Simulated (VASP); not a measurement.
# SiC (F-43m) in VASP: further runs

The runs below take SiC through relaxation of cell and atoms, single point, with PBEsol.

Everything below comes from runs of VASP 6.6.1. Logs are shortened: lines on timing, memory, paths and dates and some standing lists are left out, and cuts for length are marked.

**1. The cell of the first run**

It takes space group F-43m (No. 216, cubic). The conventional cell has a = 4.357 Å, b = 4.357 Å, c = 4.357 Å, α = 90.00°, β = 90.00°, γ = 90.00°. Within 2.5 Å of Si (site symmetry -43m) lie 4 C at 1.89 Å. Within 2.5 Å of C (site symmetry -43m) lie 4 Si at 1.89 Å.

**2. Relaxation of cell and atoms, PBEsol, target pressure 10 GPa, at which the enthalpy is minimised**

The input, INCAR:

```
SYSTEM = SiC
PREC = Accurate ; ENCUT = 600
EDIFF = 1E-6 ; ISMEAR = 0
SIGMA = 0.01 ; LREAL = .False.
LASPH = .True. ; NELM = 60
ALGO = Normal ; ISIF = 3
LWAVE = .False. ; LCHARG = .False.
GGA = PS ; IBRION = 2
NSW = 100 ; EDIFFG = -0.002
PSTRESS = 100.0
```

The input, KPOINTS:

```
Automatic mesh
0
Gamma
  10 10 10
  0 0 0
```

The input, POSCAR:

```
SiC
1.0
    0.0000000000      2.1784126226      2.1784126226
    2.1784126226      0.0000000000      2.1784126226
    2.1784126226      2.1784126226      0.0000000000
Si C
1 1
Direct
    0.0000000000      0.0000000000      0.0000000000
    0.7500000000      0.7500000000      0.7500000000
```

Potentials or basis: VASP PAW PBE potentials, release 64 (Si, C).

On the command line:

```sh
$ cat potpaw_PBE.64/Si/POTCAR potpaw_PBE.64/C/POTCAR > POTCAR
$ mpirun -np 1 vasp_std > vasp.out
```

OUTCAR:

```text
SYSTEM = SiC
   PREC = Accurate
   ENCUT = 600
   EDIFF = 1E-6
   ISMEAR = 0
   LREAL = .False.
   LASPH = .True.
   NELM = 60
   ISIF = 3
   GGA = PS
   IBRION = 2
   NSW = 100
   EDIFFG = -0.002
   PSTRESS = 100.0

 ion  position               nearest neighbor table
   1  0.000  0.000  0.000-   2 1.89   2 1.89   2 1.89   2 1.89
   2  0.750  0.750  0.750-   1 1.89   1 1.89   1 1.89   1 1.89

  LATTYP: Found a face centered cubic cell.
 ALAT       =     4.3568252452

  Lattice vectors:

 A1 = (   0.0000000000,   2.1784126226,   2.1784126226)
 A2 = (   2.1784126226,   0.0000000000,   2.1784126226)
 A3 = (   2.1784126226,   2.1784126226,   0.0000000000)

Analysis of symmetry for initial positions (statically):
=====================================================================
 Subroutine PRICEL returns:
 Original cell was already a primitive cell.

 Routine SETGRP: Setting up the symmetry group for a
 face centered cubic supercell.

 Subroutine GETGRP returns: Found 24 space group operations
 (whereof 24 operations were pure point group operations)
 out of a pool of 48 trial point group operations.

The static configuration has the point symmetry T_d .

Analysis of symmetry for dynamics (positions and initial velocities):
=====================================================================
 Subroutine PRICEL returns:
 Original cell was already a primitive cell.

 Routine SETGRP: Setting up the symmetry group for a
 face centered cubic supercell.

 Subroutine GETGRP returns: Found 24 space group operations
 (whereof 24 operations were pure point group operations)
 out of a pool of 48 trial point group operations.

The dynamic configuration has the point symmetry T_d .

 Subroutine INISYM returns: Found 24 space group operations
 (whereof 24 operations are pure point group operations),
 and found     1 'primitive' translations

----------------------------------------------------------------------------------------

                                     Primitive cell

  volume of cell :      20.6752

  direct lattice vectors                    reciprocal lattice vectors
     0.000000000  2.178412623  2.178412623    -0.229524928  0.229524928  0.229524928
     2.178412623  0.000000000  2.178412623     0.229524928 -0.229524928  0.229524928
     2.178412623  2.178412623  0.000000000     0.229524928  0.229524928 -0.229524928

  length of vectors
[... 95 lines left out ...]
   EMIN   =  10.00;   EMAX   =-10.00  energy-range for DOS
   EFERMI =   0.00;   METHOD = LEGACY
   ISMEAR =     0;   SIGMA  =   0.01  broadening in eV -4-tet -1-fermi 0-gaus
   EFERMI_NEDOS =   21; number of points for ismear=-14 and -15
   IALGO  =     38    algorithm
   IMIX   =      4    mixing-type and parameters
     AMIX     =   0.40;   BMIX     =  1.00
     AMIX_MAG =   1.60;   BMIX_MAG =  1.00
  volume/ion in A,a.u.               =      10.34        69.76
  Fermi-wavevector in a.u.,A,eV,Ry     =   1.192948  2.254344 19.362776  1.423124
  Thomas-Fermi vector in A             =   2.328974
   LORBIT       =      0    0 simple, 1 ext, 2 COOP (PROOUT), +10 PAW based schemes
   GGA     = PS    functional components
   LHFCALC =     F    Hartree Fock is set to
   AEXX    =    0.0000 exact exchange contribution
   IVDW    =     0    specifies the selected vdW correction
   LEPSILON=     F    determine dielectric tensor
   LRPA    =     F    only Hartree local field effects (RPA)
 conjugate gradient relaxation of ions
 non-spin polarized calculation
 Gauss-broadening in eV      SIGMA  =   0.01
  energy-cutoff  :      600.00
  volume of cell :       20.68
 maximum number of plane-waves:       701
 NGX is ok and might be reduce to    28
   NGX = 13   NGY = 13   NGZ = 13

--------------------------------------- Ionic step        1  -------------------------------------------

 number of electron       8.0000000 magnetization

 Free energy of the ion-electron system (eV)
  ---------------------------------------------------
  ext. energy  EPLUGINS =         0.00000000
  ---------------------------------------------------
  free energy    TOTEN  =       -15.91608799 eV

  energy without entropy =      -15.91608799  energy(sigma->0) =      -15.91608799

------------------------ aborting loop because EDIFF is reached ----------------------------------------

  FORCE on cell =-STRESS in cart. coord.  units (eV):
  Direction    XX          YY          ZZ          XY          YZ          ZX
  --------------------------------------------------------------------------------------
  -------------------------------------------------------------------------------------
  Total        0.0289359      0.0289359      0.0289359     -0.0000000     -0.0000000      0.0000000
  in kB        2.2423180      2.2423180      2.2423180     -0.0000000     -0.0000000      0.0000000
  external PRESSURE =     -97.7576820 kB  Pullay stress =     100.0000000 kB
[... 177 lines left out ...]
--------------------------------------- Ionic step        6  -------------------------------------------

 number of electron       8.0000000 magnetization

 Free energy of the ion-electron system (eV)
  ---------------------------------------------------
  ext. energy  EPLUGINS =         0.00000000
  ---------------------------------------------------
  free energy    TOTEN  =       -15.89058777 eV

  energy without entropy =      -15.89058777  energy(sigma->0) =      -15.89058777

 E-fermi :   8.6611     XC(G=0): -11.6847

 val. band max:        8.5298377926   @ k =   0.0000   0.0000   0.0000
 cond. band min:       9.7250250810   @ k =   0.5000   0.5000   0.0000
 fundamental gap:      1.1951872884
 Fermi energy:         8.6610888406

 k-point     1 :       0.0000    0.0000    0.0000
  band No.  band energies     occupation
      1      -7.2253      2.00000
      2       8.5298      2.00000
      3       8.5298      2.00000
      4       8.5298      2.00000
      5      15.2021      0.00000
      6      16.0655      0.00000
      7      16.0655      0.00000
      8      16.0655      0.00000
[... 243 lines left out ...]
 k-point    24 :       0.4000    0.3000    0.0000
  band No.  band energies     occupation
      1      -3.9544      2.00000
      2       2.8954      2.00000
      3       5.2629      2.00000
      4       5.8186      2.00000
      5      11.3169      0.00000
      6      14.2150      0.00000
      7      20.5368      0.00000
      8      20.7892      0.00000

 [... further k-points ...]

------------------------ aborting loop because EDIFF is reached ----------------------------------------

  FORCE on cell =-STRESS in cart. coord.  units (eV):
  Direction    XX          YY          ZZ          XY          YZ          ZX
  --------------------------------------------------------------------------------------
  -------------------------------------------------------------------------------------
  Total        1.2368701      1.2368701      1.2368701     -0.0000000     -0.0000000      0.0000000
  in kB       99.8380229     99.8380229     99.8380229     -0.0000000     -0.0000000      0.0000000
  external PRESSURE =      -0.1619771 kB  Pullay stress =     100.0000000 kB
[... 21 lines left out ...]
  energy  without entropy=      -15.8905877746  energy(sigma->0) =      -15.89058777

  enthalpy is  TOTEN    =       -14.6517110125 eV   P V=        1.2388767620

 reached required accuracy - stopping structural energy minimisation
```

It took 31 s on 1 thread of AMD EPYC 7R43 (Zen 3), shared host; peak memory 0.12 GiB.

Results:

```yaml
Free_energy: -15.8906 eV
Relaxed_volume: 9.92 Å³/atom
Relaxed_cell: a = 3.039 Å, b = 3.039 Å, c = 3.039 Å, α = 60.00°, β = 60.00°, γ = 60.00°
Space_group_after_relaxing_to_0.05_Å: F-43m (No. 216)
Energy_change_on_relaxing_the_enthalpy_is_what_falls: +12.8 meV/atom
Ionic_steps: 6
Pressure_after_relaxing: 10.0 GPa
Band_gap_on_the_k_mesh: 1.20 eV, indirect (least direct gap 4.49 eV)
```

The path:
| step | energy change (eV) | largest force (eV/Å) | pressure (GPa) | volume (Å³) |
| --- | --- | --- | --- | --- |
| 1 | 0.0000 | 0.0000 | 0.22 | 20.68 |
| 2 | 0.1326 | 0.0000 | 24.80 | 18.84 |
| 3 | 0.0250 | 0.0000 | 9.89 | 19.86 |
| 4 | 0.0260 | 0.0000 | 10.09 | 19.84 |
| 5 | 0.0251 | 0.0000 | 9.93 | 19.86 |
| 6 | 0.0255 | 0.0000 | 9.98 | 19.85 |

Final structure:
```
CELL_PARAMETERS angstrom
0.00000 2.14900 2.14900
2.14900 0.00000 2.14900
2.14900 2.14900 0.00000
ATOMIC_POSITIONS crystal
Si 0.00000 0.00000 0.00000
C 0.75000 0.75000 0.75000
```

Caveat: the cell is relaxed towards a set pressure, so the enthalpy falls and the energy may rise; the PAW data sets were made with another functional, which shifts forces and pressure a little.

**3. Relaxation of cell and atoms, PBEsol, target pressure 15 GPa, at which the enthalpy is minimised**

The input, INCAR:

```
SYSTEM = SiC
  ALGO = Normal
  EDIFF = 1E-6
  EDIFFG = -0.002
  ENCUT = 600
  GGA = PS
  IBRION = 2
  ISIF = 3
  ISMEAR = 0
  LASPH = .True.
  LCHARG = .False.
  LREAL = .False.
  LWAVE = .False.
  NELM = 60
  NSW = 100
  PREC = Accurate
  PSTRESS = 150.0
  SIGMA = 0.01
```

The input, KPOINTS:

```
k-points
0
Gamma
  10 10 10
  0 0 0
```

POSCAR is that of step 2.

Potentials or basis: VASP PAW PBE potentials, release 64 (Si, C).

On the command line:

```sh
$ cat potpaw_PBE.64/Si/POTCAR potpaw_PBE.64/C/POTCAR > POTCAR
$ mpirun -np 1 vasp_std > vasp.out
```

Wall time 29 s (1 thread of AMD EPYC 7R43 (Zen 3), shared host); peak memory 0.12 GiB.

Results (log left out):

- Free energy: -15.8621 eV
- Relaxed volume: 9.74 Å³/atom
- Relaxed cell: a = 3.020 Å, b = 3.020 Å, c = 3.020 Å, α = 60.00°, β = 60.00°, γ = 60.00°
- Space group after relaxing (to 0.05 Å): F-43m (No. 216)
- Energy change on relaxing (the enthalpy is what falls): +27.0 meV/atom
- Ionic steps: 4
- Pressure after relaxing: 15.0 GPa
- Band gap on the k mesh: 1.18 eV, indirect (least direct gap 4.50 eV)

Step by step:
```csv
step,energy change (eV),largest force (eV/Å),pressure (GPa),volume (Å³)
1,0.0000,0.0000,0.22,20.68
2,0.3150,0.0000,41.27,17.95
3,0.0519,0.0000,14.67,19.51
4,0.0540,0.0000,14.99,19.48
```

Final structure:
```
CELL_PARAMETERS angstrom
0.00000 2.13568 2.13568
2.13568 0.00000 2.13568
2.13568 2.13568 0.00000
ATOMIC_POSITIONS crystal
Si 0.00000 0.00000 0.00000
C 0.75000 0.75000 0.75000
```

Levels at points of the mesh, in eV from the valence-band top:
```tsv
k point	band 1	band 2	band 3	band 4	band 5	band 6	band 7	band 8
(0.00, 0.00, 0.00)	-15.91	0.00	0.00	0.00	6.89	7.67	7.67	7.67
(0.50, 0.00, 0.00)	-12.07	-8.94	-1.07	-1.07	5.93	7.39	7.39	10.25
(0.50, 0.50, 0.00)	-10.55	-8.03	-3.33	-3.33	1.18	4.41	14.66	14.66
```

Caveat: the cell is relaxed towards a set pressure, so the enthalpy falls and the energy may rise; the PAW data sets were made with another functional, which shifts forces and pressure a little.

**4. Single point, PBEsol**

The input, INCAR:

```
SYSTEM = SiC
PREC = Accurate ; ENCUT = 520
EDIFF = 1E-7 ; ISMEAR = -1
SIGMA = 0.1 ; LREAL = .False.
LASPH = .True. ; NELM = 60
ALGO = Normal ; ISIF = 2
LWAVE = .False. ; LCHARG = .True.
GGA = PS ; LELF = .True.
LVHAR = .True. ; NBANDS = 11
```

The input, KPOINTS:

```
regular mesh
0
Gamma
  18 18 18
  0 0 0
```

POSCAR is that of step 3.

On the command line:

```sh
$ cat potpaw_PBE.64/Si/POTCAR potpaw_PBE.64/C/POTCAR > POTCAR
$ mpirun -np 1 vasp_std > vasp.out
```

Wall time 11 s (1 thread of Intel Xeon 6975P-C (Granite Rapids), shared host); peak memory 0.16 GiB.

It converged, with:

```yaml
Free_energy: -15.9151 eV
Pressure: 0.4 GPa
Band_gap_on_the_k_mesh: 1.23 eV, indirect (least direct gap 4.44 eV)
```

Levels at points of the mesh, in eV from the valence-band top:
| k point | band 1 | band 2 | band 3 | band 4 | band 5 | band 6 | band 7 | band 8 |
| --- | --- | --- | --- | --- | --- | --- | --- | --- |
| (0.00, 0.00, 0.00) | -15.43 | 0.00 | 0.00 | 0.00 | 6.20 | 7.25 | 7.25 | 7.25 |
| (0.50, 0.00, 0.00) | -11.82 | -8.60 | -1.06 | -1.06 | 5.38 | 7.14 | 7.14 | 9.92 |
| (0.50, 0.50, 0.00) | -10.36 | -7.84 | -3.21 | -3.21 | 1.23 | 4.20 | 13.96 | 13.96 |

Caveat: the PAW data sets were made with another functional, which shifts forces and pressure a little. A k mesh can miss the band edges.

(Part 1 of 2 ends here.)
